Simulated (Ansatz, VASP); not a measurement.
**BN: VASP beside Ansatz**

```
B N
1.0
     2.55394    0.00000    0.00000
    -1.27697    2.21178    0.00000
     0.00000    0.00000    4.22685
B N
2 2
Direct
  0.66667 0.33333 0.99972
  0.33333 0.66667 0.49972
  0.57932 0.26939 0.62528
  0.33333 0.66667 0.12528
```

Alike in both runs: task single point; functional PBE; k mesh 12 × 12 × 6; occupations gaussian, width 0.05 eV; no spin polarisation.

|  | VASP | Ansatz |
| --- | --- | --- |
| version | VASP 6.6.1 | Ansatz 0.2.0 |
| potentials or method | VASP PAW PBE potentials, release 64 (B, N), cutoff 520 eV | scalar-relativistic, plane waves, PAW |
| valence electrons in the cell | 16 | 16 |

```tsv
	VASP	Ansatz	Ansatz less VASP
gap on the k mesh at the Fermi level (eV)	4.32	4.34	+0.015
least direct gap on the mesh (eV)	7.06	7.06	+0.002
pressure (GPa)	5.2	5.0	-0.20
traceless stress, the component that is largest in VASP (GPa)	6.25	6.14	-0.105
rms of the force components (eV/Å)	1.539	1.534	-0.0049
```

Atom by atom the forces differ by 0.006 eV/Å (rms over components).
